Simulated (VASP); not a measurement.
Write the native input for VASP 6.6.1 that does the following.

| Property | Result |
| --- | --- |
| Task | single point |
| Functional | PBE |
| Potentials or basis | VASP PAW PBE potentials, release 64 (Bi_d, Te) |
| Cutoff | 520 eV |
| k mesh | 12 × 12 × 12 |
| Occupations | gaussian, width 0.15 eV |
| Spin | no spin polarisation |
| Dipole correction | no |
| Further INCAR settings | ALGO = Normal; EDIFF = 1e-06; NBANDS = 18 |

The structure of BiTe lies in POSCAR:

```
BiTe
1.0
    2.4227077728      1.3987509848      3.4831565522
   -2.4227077728      1.3987509848      3.4831565522
    0.0000000000     -2.7975019696      3.4831565522
Bi Te
1 1
Direct
    0.5000000000      0.5000000000      0.5000000000
    0.0000000000      0.0000000000      0.0000000000
```

This cell differs from its parent crystal: strain +0.000 along x and y, +0.050 along z.

The input as run:

INCAR

```
SYSTEM = BiTe
PREC = Accurate
ENCUT = 520
EDIFF = 1E-6
ISMEAR = 0
SIGMA = 0.15
LREAL = .False.
LASPH = .True.
NELM = 60
ALGO = Normal
ISIF = 2
LWAVE = .False.
LCHARG = .True.
GGA = PE
LELF = .True.
LVHAR = .True.
NBANDS = 18
```

KPOINTS

```
Automatic mesh
0
Gamma
  12 12 12
  0 0 0
```

Potentials or basis: VASP PAW PBE potentials, release 64 (Bi_d, Te).

Command:

```sh
$ cat potpaw_PBE.64/Bi_d/POTCAR potpaw_PBE.64/Te/POTCAR > POTCAR
$ mpirun -np 1 vasp_std > vasp.out
```

Results of the run:

The pressure is -1.8 GPa. The band gap on the k mesh is zero (an odd number of electrons rules out a gap without spin polarisation).

Caveat: the cell differs from its parent crystal (strain +0.000 along x and y, +0.050 along z); spin-orbit coupling is left out, which moves the levels of the heavy elements.

It took 84 s on 1 thread of Intel(R) Xeon(R) 6975P-C (Granite Rapids), on a shared host, peak memory 0.38 GiB.
